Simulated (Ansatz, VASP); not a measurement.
**Ag: VASP beside Ansatz**

```
CELL_PARAMETERS angstrom
0.00000 2.04455 2.04455
2.04455 0.00000 2.04455
2.04455 2.04455 0.00000
ATOMIC_POSITIONS crystal
Ag 0.00000 0.00000 0.00000
```

Alike in both runs: task single point; functional r2SCAN; k mesh 7 × 7 × 7; no spin polarisation.

|  | VASP | Ansatz |
| --- | --- | --- |
| version | VASP 6.6.1 | Ansatz 0.2.0 |
| potentials or method | VASP PAW PBE potentials, release 64 (Ag), cutoff 550 eV | PAW plane waves |
| occupations | fermi-dirac, width 0.1 eV | fermi-dirac |
| valence electrons in the cell | 11 | 19 |

Ansatz gave:

```
gap on the k mesh at the Fermi level (eV) : none
pressure (GPa)                            : 0.7
```

Problem. Estimate VASP's values.

Solution. gap on the k mesh at the Fermi level (eV): none; pressure (GPa): 0.9.

VASP's potentials were made for PBE, not for r2SCAN. A gap of «none» marks a metal or a gap that the smearing closes. VASP's potentials hold 11 valence electrons a cell and Ansatz's 19, so a difference there can come from the potentials and not from the codes.

The k mesh is coarse, so the values compare programs but aren't converged.
